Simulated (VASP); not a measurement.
## H18CO9: single point with r2SCAN+D3(BJ)

System: H18CO9.

```xyz
28
Lattice="6.6974 0.0000 0.0000 0.0000 6.6974 0.0000 0.0000 0.0000 6.6974" Properties=species:S:1:pos:R:3 pbc="T T T"
O     1.2152    3.2445    3.2881
O    -0.2934    0.2570    5.4900
O     4.0778    4.6771    3.0030
O     1.6497   -0.1517    3.3804
O     3.9600    1.2019    1.2984
O     2.5351    3.4100    7.2318
O     6.6996    3.0021    5.8828
O     5.1986    5.1000    0.4706
O     3.8293    1.9320    4.0094
H     2.0800    3.0003    3.5722
H     1.4068    3.3655    2.3681
H    -0.0982    1.1480    5.7514
H     0.2617   -0.0110    4.7232
H     4.7846    4.9867    2.3973
H     4.4477    4.0647    3.6499
H     1.4221    0.6266    2.8741
H     2.5078   -0.5777    3.1047
H     4.3422    0.2882    1.1482
H     4.2976    1.3831    2.2284
H     3.1533    4.0641    7.5314
H     2.9719    2.6159    7.5556
H     7.4265    3.1820    6.4805
H     6.9817    3.3426    4.9380
H     5.8386    5.6729   -0.0033
H     5.3421    4.2332    0.0308
H     3.9980   -0.1043    4.2587
H     3.7686    1.0123    5.7919
C     3.8355    0.9436    4.7085
```

- Program: VASP 6.6.1
- Task: single point
- Functional: r2SCAN
- Dispersion: D3(BJ)
- Potentials or basis: VASP PAW PBE potentials, release 64 (O, H, C)
- Cutoff: 580 eV
- k mesh: 1 × 1 × 1
- Occupations: fermi-dirac, width 0.02 eV
- Spin: no spin polarisation

```
Pressure                   : -1.1 GPa
Largest force              : 2.616 eV/Å
Dispersion energy per atom : -0.017 eV
```

Forces on the atoms (eV/Å):
```
O   -1.098 -0.233  0.450
O   -0.349 -1.834 -0.559
O   -0.057  0.623 -0.295
O    0.455 -0.991  0.405
O    1.414 -1.493  1.251
O   -0.833 -0.311 -0.016
O   -0.278  0.597 -2.531
O    0.177 -0.190 -0.088
O    0.135  0.663 -0.814
H    1.341 -0.382  1.053
H   -0.238  0.569 -1.424
H    0.395  1.388 -0.018
H    0.012  0.389  0.584
H   -0.140 -0.557  0.145
H    0.066 -0.051 -0.067
H    0.537  0.213 -0.487
H   -1.311  0.625  0.014
H   -0.709  1.141 -0.330
H   -0.838  0.333 -0.778
H    0.443  1.202  0.173
H    0.141 -0.959 -0.139
H    0.847  0.354  0.117
H   -0.375 -0.956  2.322
H   -0.178  0.252 -0.131
H    0.091  0.236  0.264
H   -0.196  1.251  0.706
H   -0.260  0.066  0.484
C    0.808 -1.949 -0.289
```

Stress tensor (GPa, compression positive):
```
-1.24  1.41  1.47
 1.41 -0.53 -0.63
 1.47 -0.63 -1.41
```

Levels at points of the mesh, in eV from the Fermi level:
```csv
k point,band 35,band 36,band 37,band 38,band 39,band 40,band 41,band 42
"(0.00, 0.00, 0.00)",-1.28,-1.25,-1.17,-0.50,4.20,4.52,7.47,7.58
```

Run time: 91 s on 1 thread of AMD EPYC 9R45 (Zen 5), with other jobs on the host, peak memory 0.38 GiB.

Caveat: the k points lie up to 0.94 Å⁻¹ apart, too coarse for converged energies, forces and pressures; the atoms stand as in a frame of molecular dynamics; the PAW data sets were made with another functional, which shifts forces and pressure a little.
